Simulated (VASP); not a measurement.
A run of VASP 6.6.1 is set up as follows.

The input INCAR:

```
PREC = Accurate ; ENCUT = 600
EDIFF = 1E-6 ; ISMEAR = 0
SIGMA = 0.01 ; LREAL = False
LASPH = True ; NELM = 200
ALGO = Normal ; ISIF = 2
LWAVE = False ; LCHARG = False
LNONCOLLINEAR = True ; MAGMOM = 0 0 0 0 0 0 0 0 0 0 0 0
LORBIT = 11 ; LSORBIT = True
GGA_COMPAT = False ; LORBMOM = True
GGA = PS ; NBANDS = 30
```

Contents of KPOINTS:

```
Automatic mesh
0
Gamma
  9 9 6
```

Contents of POSCAR:

```
C
1.0
    2.4737402487      0.0000000000      0.0000000000
   -1.2368701244      2.1423218978      0.0000000000
    0.0000000000      0.0000000000      4.1189829197
C
4
Direct
    0.3333333333      0.6666666667     -0.0000837947
    0.6666666667      0.3333333333      0.4999162053
    0.3333333333      0.6666666667      0.3740837947
    0.6666666667      0.3333333333      0.8740837947
```

Potentials or basis: VASP PAW PBE potentials, release 64 (C).

Command:

```bash
$ cat potpaw_PBE.64/C/POTCAR > POTCAR
$ mpirun -np 1 vasp_ncl > vasp.out
```

(1) Estimate the largest force.

(2) What does it give for the pressure?

Answers

(1) 0.005 eV/Å.

(2) 15.0 GPa.

Caveat: the cell stands under pressure; the PAW data sets were made with another functional, which shifts forces and pressure a little.
